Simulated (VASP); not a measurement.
# HfN in VASP: further runs, part 2 of 2

VASP 6.6.1. Earlier steps stand in the parts before.

### Step 5. Single point, r2SCAN

This run uses another cell than the first one, of 11.52 Å³/atom.

Input file POSCAR:

```
HfN
1.0
    3.1339080219      0.0000000000      0.0000000000
   -1.5669540110      2.7140439601      0.0000000000
    0.0000000000      0.0000000000      5.4167677200
Hf N
2 2
Direct
    0.3333333333      0.6666666667      0.2684611940
    0.6666666667      0.3333333333      0.7500000000
    0.0000000000      0.0000000000      0.5000000000
    0.0000000000      0.0000000000      0.0000000000
```

Input file INCAR.step1:

```
PREC = Accurate
ENCUT = 520
ISMEAR = -1
SIGMA = 0.02
LREAL = F
LASPH = T
NELM = 80
NBANDS = 23
GGA = PE
ALGO = Normal
EDIFF = 1E-4
LWAVE = T
LCHARG = F
```

Input file INCAR.step2:

```
PREC = Accurate
ENCUT = 520
EDIFF = 1E-6
ISMEAR = -1
SIGMA = 0.02
LREAL = F
LASPH = T
NELM = 80
ALGO = Normal
ISIF = 2
LWAVE = F
LCHARG = T
METAGGA = R2SCAN
LMIXTAU = T
LELF = T
LVHAR = T
NBANDS = 23
ISTART = 1
```

Input file KPOINTS:

```
Automatic mesh
0
Gamma
  11 11 6
```

Potentials or basis: VASP PAW PBE potentials, release 64 (Hf_pv, N).

Run with:

```console
cat potpaw_PBE.64/Hf_pv/POTCAR potpaw_PBE.64/N/POTCAR > POTCAR
cp INCAR.step1 INCAR
mpirun -np 1 vasp_std > vasp.out
cp INCAR.step2 INCAR
mpirun -np 1 vasp_std > vasp.out
```

OUTCAR:

```text
PREC = Accurate
   ENCUT = 520
   EDIFF = 1E-6
   ISMEAR = -1
   LREAL = F
   LASPH = T
   NELM = 80
   ISIF = 2
   METAGGA = R2SCAN
   ISTART = 1

 ion  position               nearest neighbor table
   1  0.333  0.667  0.268-   3 2.20   3 2.20   3 2.20   4 2.32   4 2.32   4 2.32   2 3.17   2 3.17
                             2 3.17   2 3.34   2 3.34   2 3.34
   2  0.667  0.333  0.750-   3 2.26   4 2.26   3 2.26   4 2.26   3 2.26   4 2.26   1 3.17   1 3.17
                             1 3.17   1 3.34   1 3.34   1 3.34
   3  0.000  0.000  0.500-   1 2.20   1 2.20   1 2.20   2 2.26   2 2.26   2 2.26
   4  0.000  0.000  0.000-   2 2.26   2 2.26   2 2.26   1 2.32   1 2.32   1 2.32

  LATTYP: Found a hexagonal cell.
 ALAT       =     3.1339080219
 C/A-ratio  =     1.7284386402

  Lattice vectors:

 A1 = (   3.1339080219,   0.0000000000,   0.0000000000)
 A2 = (  -1.5669540110,   2.7140439601,   0.0000000000)
 A3 = (   0.0000000000,   0.0000000000,   5.4167677200)

Analysis of symmetry for initial positions (statically):
=====================================================================
 Subroutine PRICEL returns:
 Original cell was already a primitive cell.

 Routine SETGRP: Setting up the symmetry group for a
 hexagonal supercell.

 Subroutine GETGRP returns: Found  6 space group operations
 (whereof  6 operations were pure point group operations)
 out of a pool of 24 trial point group operations.

The static configuration has the point symmetry C_3v.

Analysis of symmetry for dynamics (positions and initial velocities):
=====================================================================
 Subroutine PRICEL returns:
 Original cell was already a primitive cell.

 Routine SETGRP: Setting up the symmetry group for a
 hexagonal supercell.

 Subroutine GETGRP returns: Found  6 space group operations
 (whereof  6 operations were pure point group operations)
 out of a pool of 24 trial point group operations.

The dynamic configuration has the point symmetry C_3v.

 Subroutine INISYM returns: Found  6 space group operations
 (whereof  6 operations are pure point group operations),
 and found     1 'primitive' translations

----------------------------------------------------------------------------------------

                                     Primitive cell

  volume of cell :      46.0727

  direct lattice vectors                    reciprocal lattice vectors
     3.133908022  0.000000000  0.000000000     0.319090411  0.184226935  0.000000000
    -1.566954011  2.714043960  0.000000000     0.000000000  0.368453870  0.000000000
     0.000000000  0.000000000  5.416767720     0.000000000  0.000000000  0.184611940

  length of vectors
     3.133908022  3.133908022  5.416767720     0.368453870  0.368453870  0.184611940

  position of ions in fractional coordinates (direct lattice)
     0.333333333  0.666666667  0.268461194
     0.666666667  0.333333333  0.750000000
     0.000000000  0.000000000  0.500000000
     0.000000000  0.000000000  0.000000000

  ion indices of the primitive-cell ions
   primitive index   ion index
                 1           1
                 2           2
                 3           3
                 4           4

----------------------------------------------------------------------------------------

[... 26 lines left out ...]
  0.000000  0.000000  0.000000      1.000000
  0.090909 -0.000000  0.000000      6.000000
  0.181818  0.000000  0.000000      6.000000
  0.272727 -0.000000  0.000000      6.000000
  0.363636 -0.000000  0.000000      6.000000
  0.454545 -0.000000  0.000000      6.000000
[... 16 lines left out ...]
  0.000000  0.272727  0.166667      6.000000
  0.363636 -0.000000  0.166667      6.000000
 [... further k-points ...]
   k-points           NKPTS =     84   k-points in BZ     NKDIM =     84   number of bands    NBANDS=     23
   number of dos      NEDOS =    301   number of ions     NIONS =      4
   total plane-waves  NPLWV =  23040
   dimension x,y,z NGX =    24 NGY =   24 NGZ =   40
   dimension x,y,z NGXF=    48 NGYF=   48 NGZF=   80
   ions per type =               2   2
   NGX,Y,Z   is equivalent  to a cutoff of  12.73, 12.73, 12.28 a.u.
   NGXF,Y,Z  is equivalent  to a cutoff of  25.46, 25.46, 24.55 a.u.
 SYSTEM =  unknown system
   PREC   = accura    normal or accurate (medium, high low for compatibility)
   ISTART =      1    job   : 0-new  1-cont  2-samecut
   ICHARG =      0    charge: 1-file 2-atom 10-const
   ISPIN  =      1    spin polarized calculation?
   LNONCOLLINEAR =      F non collinear calculations
   LSORBIT =      F    spin-orbit coupling
   LASPH  =      T    aspherical Exc in radial PAW
   ENCUT  =  520.0 eV  38.22 Ry    6.18 a.u.   5.83  5.83 10.07*2*pi/ulx,y,z
   NELM   =     80;   NELMIN=  2; NELMDL=  0     # of ELM steps
   EDIFF  = 0.1E-05   stopping-criterion for ELM
   LREAL  =      F    real-space projection
   EDIFFG = 0.1E-04   stopping-criterion for IOM
   NSW    =      0    number of steps for IOM
   IBRION =     -1    ionic relax: 0-MD 1-quasi-New 2-CG
   NFREE  =      0    steps in history (QN), initial steepest desc. (CG)
   ISIF   =      2    stress and relaxation
   ISYM   =      2    0-nonsym 1-usesym 2-fastsym
   POTIM  = 0.5000    time-step for ionic-motion
   TEBEG  =    0.0;   TEEND  =   0.0 temperature during run
   PSTRESS=    0.0 pullay stress
   NELECT =      30.0000    total number of electrons
   NUPDOWN=      -1.0000    fix difference up-down
   EMIN   =  10.00;   EMAX   =-10.00  energy-range for DOS
   EFERMI =   0.00;   METHOD = LEGACY
   ISMEAR =    -1;   SIGMA  =   0.02  broadening in eV -4-tet -1-fermi 0-gaus
   EFERMI_NEDOS =   21; number of points for ismear=-14 and -15
   IALGO  =     38    algorithm
   IMIX   =      4    mixing-type and parameters
     AMIX     =   0.40;   BMIX     =  1.00
     AMIX_MAG =   1.60;   BMIX_MAG =  1.00
  volume/ion in A,a.u.               =      11.52        77.73
  Fermi-wavevector in a.u.,A,eV,Ry     =   1.418951  2.681429 27.394278  2.013423
  Thomas-Fermi vector in A             =   2.540023
   LORBIT       =      0    0 simple, 1 ext, 2 COOP (PROOUT), +10 PAW based schemes
   METAGGA = R2SCAN    functional components
   LHFCALC =     F    Hartree Fock is set to
   AEXX    =    0.0000 exact exchange contribution
   IVDW    =     0    specifies the selected vdW correction
   LEPSILON=     F    determine dielectric tensor
   LRPA    =     F    only Hartree local field effects (RPA)
 non-spin polarized calculation
  energy-cutoff  :      520.00
  volume of cell :       46.07
 maximum number of plane-waves:      1275
 NGX is ok and might be reduce to    24
   NGX = 11   NGY = 11   NGZ = 21

 number of electron      29.9999998 magnetization

 Free energy of the ion-electron system (eV)
  ---------------------------------------------------
  ext. energy  EPLUGINS =         0.00000000
  ---------------------------------------------------
  free energy    TOTEN  =      -116.33743677 eV

  energy without entropy =     -116.33601335  energy(sigma->0) =     -116.33672506

 E-fermi :   7.9234     XC(G=0): -13.6026

 val. band max:        7.9104840330   @ k =   0.2727  -0.0000   0.5000
 cond. band min:       7.9286074677   @ k =   0.4545  -0.0000   0.5000
 fundamental gap:      0.0181234346
 Fermi energy:         7.9234246292

 k-point     1 :       0.0000    0.0000    0.0000
  band No.  band energies     occupation
      1     -25.0609      2.00000
      2     -24.1777      2.00000
      3     -24.0764      2.00000
      4     -24.0764      2.00000
      5     -24.0117      2.00000
      6     -24.0117      2.00000
[... 613 lines left out ...]
     22      13.7549      0.00000
     23      14.2472      0.00000

 [... further k-points ...]

------------------------ aborting loop because EDIFF is reached ----------------------------------------

  FORCE on cell =-STRESS in cart. coord.  units (eV):
  Direction    XX          YY          ZZ          XY          YZ          ZX
  --------------------------------------------------------------------------------------
  -------------------------------------------------------------------------------------
  Total        0.2589468      0.2589468     -0.0336929     -0.0000000     -0.0000000      0.0000000
  in kB        9.0048771      9.0048771     -1.1716705     -0.0000000     -0.0000000      0.0000000
  external PRESSURE =       5.6126946 kB  Pullay stress =       0.0000000 kB

 VOLUME and BASIS-vectors are now :
 -----------------------------------------------------------------------------
  energy-cutoff  :      520.00
  volume of cell :       46.07
      direct lattice vectors                 reciprocal lattice vectors
     3.133908022  0.000000000  0.000000000     0.319090411  0.184226935  0.000000000
    -1.566954011  2.714043960  0.000000000     0.000000000  0.368453870  0.000000000
     0.000000000  0.000000000  5.416767720     0.000000000  0.000000000  0.184611940

 POSITION                                       TOTAL-FORCE (eV/Angst)
 -----------------------------------------------------------------------------------
     -0.00000      1.80936      1.45419        -0.000000      0.000000     -1.466756
      1.56695      0.90468      4.06258         0.000000     -0.000000      0.519429
      0.00000      0.00000      2.70838        -0.000000      0.000000      0.521515
      0.00000      0.00000      0.00000        -0.000000      0.000000      0.425812
 -----------------------------------------------------------------------------------
    total drift:                               -0.000000      0.000000      0.000188

  FREE ENERGIE OF THE ION-ELECTRON SYSTEM (eV)
  ---------------------------------------------------
  free  energy   TOTEN  =      -116.3374367748 eV

  energy  without entropy=     -116.3360133544  energy(sigma->0) =     -116.33672506
```

Wall time 6.9 min (1 thread of Intel Xeon 8259CL, shared host); peak memory 0.22 GiB.

Results:

```
Free energy            : -116.3374 eV
Pressure               : 0.6 GPa
Largest force          : 1.467 eV/Å
Band gap on the k mesh : zero (bands 15 and 16 overlap by 2.04 eV)
```

Forces on the atoms (eV/Å):
```
Hf   0.000  0.000 -1.467
Hf   0.000  0.000  0.519
N    0.000  0.000  0.522
N    0.000  0.000  0.426
```

Stress tensor (GPa, compression positive):
```
 0.90  0.00  0.00
 0.00  0.90  0.00
 0.00  0.00 -0.12
```

Levels at points of the mesh, in eV from the Fermi level:
| k point | band 13 | band 14 | band 15 | band 16 | band 17 | band 18 |
| --- | --- | --- | --- | --- | --- | --- |
| (0.00, 0.00, 0.00) | -3.73 | -2.09 | -0.25 | 0.89 | 0.89 | 1.24 |
| (0.00, 0.00, 0.50) | -4.25 | -4.25 | 1.91 | 2.13 | 3.00 | 3.00 |

Caveat: the PAW data sets were made with another functional, which shifts forces and pressure a little; spin-orbit coupling is left out, which moves the levels of the heavy elements.

### Step 6. Overview

| cell | gap on the mesh (eV) | pressure (GPa) |
| --- | --- | --- |
| a = 3.102, b = 3.102, c = 5.362 Å, angles 90.0, 90.0, 120.0°, 4 atoms, atomic positions A | none | 8.9 |
| a = 3.134, b = 3.134, c = 5.417 Å, angles 90.0, 90.0, 120.0°, 4 atoms, atomic positions A | none | -0.3 |
| a = 3.165, b = 3.165, c = 5.470 Å, angles 90.0, 90.0, 120.0°, 4 atoms, atomic positions A | none | -8.2 |
| a = 3.134, b = 3.134, c = 5.417 Å, angles 90.0, 90.0, 120.0°, 4 atoms, atomic positions B | none | 0.6 |

Alike in all rows: task single point; level r2SCAN; potentials or basis VASP PAW PBE potentials, release 64 (Hf_pv, N); no spin polarisation; k mesh 11 × 11 × 6; cutoff (eV) 520; smearing fermi-dirac 0.02 eV.

Caveats: the PAW data sets were made with another functional, which shifts forces and pressure a little; spin-orbit coupling is left out, which moves the levels of the heavy elements; the cell stands under pressure (at least some runs); the cell stands under tension (at least some runs).

Absolute energies hang on the potentials; compare differences alone.

The gap in the log of VASP goes by the Fermi energy; the results here count the filled bands.